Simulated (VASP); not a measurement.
Wanted: the native input for a VASP 6.6.1 run.

| Item | Value |
| --- | --- |
| Task | single point |
| Functional | LDA |
| Potentials or basis | VASP PAW LDA potentials, release 64 (As) |
| Cutoff | 500 eV |
| k mesh | 13 × 13 × 13 |
| Occupations | methfessel-paxton, width 0.1 eV |
| Spin | no spin polarisation |
| Dipole correction | no |
| Further INCAR settings | ALGO = Normal; EDIFF = 1e-06; NBANDS = 8 |

The structure of As lies in POSCAR:

```
As
1.0
    2.7036820000      0.0000000000      0.0000000000
    0.0000000000      2.7036820000      0.0000000000
    0.0000000000      0.0000000000      2.7036820000
As
1
Direct
    0.5000000000      0.5000000000      0.5000000000
```

One way to write it, as run:

INCAR

```
ALGO     = Normal         # electronic algorithm
EDIFF    = 1E-6           # SCF threshold, eV
ENCUT    = 500            # plane-wave cutoff, eV
GGA      = CA             # functional
GGA_COMPAT= False        
ISIF     = 2              # what is computed and relaxed
ISMEAR   = 1              # smearing method
LASPH    = True           # aspherical terms in the spheres
LCHARG   = False          # write CHGCAR
LREAL    = False          # projectors in reciprocal space
LWAVE    = False          # write WAVECAR
NBANDS   = 8              # bands
NELM     = 120            # most SCF steps
PREC     = Accurate       # precision mode
SIGMA    = 0.1            # smearing width, eV
```

KPOINTS

```
k-points
0
Gamma
  13 13 13
```

Potentials or basis: VASP PAW LDA potentials, release 64 (As).

Launch:

```bash
$ cat potpaw_LDA.64/As/POTCAR > POTCAR
$ mpirun -np 1 vasp_std > vasp.out
```

It gave:

```yaml
Pressure: -2.6 GPa
```

It took 7.8 s on 1 thread of Intel(R) Xeon(R) Platinum 8259CL CPU @ 2.50GHz (Skylake/Cascade Lake), on a shared host, peak memory 0.12 GiB.
